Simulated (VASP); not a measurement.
Write the native input for VASP 6.6.1 that does the following.

```yaml
Task: single point
Functional: PBE
Potentials_or_basis: VASP PAW PBE potentials, release 64 (Ag, Cl)
Cutoff: 520 eV
k_mesh: 8 × 8 × 6
Occupations: gaussian, width 0.05 eV
Spin: no spin polarisation
Dipole_correction: no
Further_INCAR_settings: ALGO = Normal; EDIFF = 1e-07; NBANDS = 26
```

The structure of AgCl lies in POSCAR:

```
AgCl
1.0
    3.5300000000      0.0000000000      0.0000000000
    0.0000000000      4.0110000000      0.0000000000
   -0.9725508841      0.0000000000      5.1520087129
Ag Cl
2 2
Direct
    0.1570000000      0.2500000000      0.2100000000
    0.8430000000      0.7500000000      0.7900000000
    0.3080000000      0.2500000000      0.7050000000
    0.6920000000      0.7500000000      0.2950000000
```

These files were run (other wordings do the same):

INCAR

```
SYSTEM = AgCl
PREC = Accurate
ENCUT = 520
EDIFF = 1E-7
ISMEAR = 0
SIGMA = 0.05
LREAL = .False.
LASPH = .True.
NELM = 80
ALGO = Normal
ISIF = 2
LWAVE = .False.
LCHARG = .False.
GGA = PE
NBANDS = 26
```

KPOINTS

```
Automatic mesh
0
Gamma
  8 8 6
  0 0 0
```

Potentials or basis: VASP PAW PBE potentials, release 64 (Ag, Cl).

The run is started by

```bash
$ cat potpaw_PBE.64/Ag/POTCAR potpaw_PBE.64/Cl/POTCAR > POTCAR
$ mpirun -np 1 vasp_std > vasp.out
```

It gave:

```json
{
  "Pressure": "10.1 GPa",
  "Largest force": "0.881 eV/Å",
  "Band gap on the k mesh": "0.76 eV (least direct gap 2.41 eV)"
}
```

Caveat: the cell stands under pressure; semilocal functionals underestimate gaps, and a narrow one can read as zero.

It took 120 s on 1 thread of Intel(R) Xeon(R) Platinum 8488C (Sapphire Rapids), on a shared host, peak memory 0.32 GiB.
